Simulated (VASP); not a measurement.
A run of VASP 6.6.1:

The input INCAR:

```
SYSTEM = C
PREC = Accurate
ENCUT = 600
EDIFF = 1E-7
ISMEAR = 0
SIGMA = 0.1
LREAL = .False.
LASPH = .True.
NELM = 100
ALGO = Normal
ISIF = 3
LWAVE = .False.
LCHARG = .False.
GGA = PE
IVDW = 12
IBRION = 2
NSW = 100
EDIFFG = -0.005
```

KPOINTS

```
regular mesh
0
Gamma
  21 21 6
  0 0 0
```

The input POSCAR:

```
C
1.0
    2.4660000000      0.0000000000      0.0000000000
   -1.2330000000      2.1356186457      0.0000000000
    0.0000000000      0.0000000000      6.7500000000
C
4
Direct
    0.0000000000      0.0000000000      0.2500000000
    0.0000000000      0.0000000000      0.7500000000
    0.3333333333      0.6666666667      0.2500000000
    0.6666666667      0.3333333333      0.7500000000
```

Potentials or basis: VASP PAW PBE potentials, release 64 (C).

Command:

```console
$ cat potpaw_PBE.64/C/POTCAR > POTCAR
$ mpirun -np 1 vasp_std > vasp.out
```

Hardware: 1 thread of Intel(R) Xeon(R) Platinum 8559C (Emerald Rapids), on a shared host.

Q: How long does it take, and how much memory?

A: It took 4 min on 1 thread of Intel(R) Xeon(R) Platinum 8559C (Emerald Rapids) (shared host), peak memory 0.22 GiB. Counts: scf iterations 68, k points 192, ion steps 9.
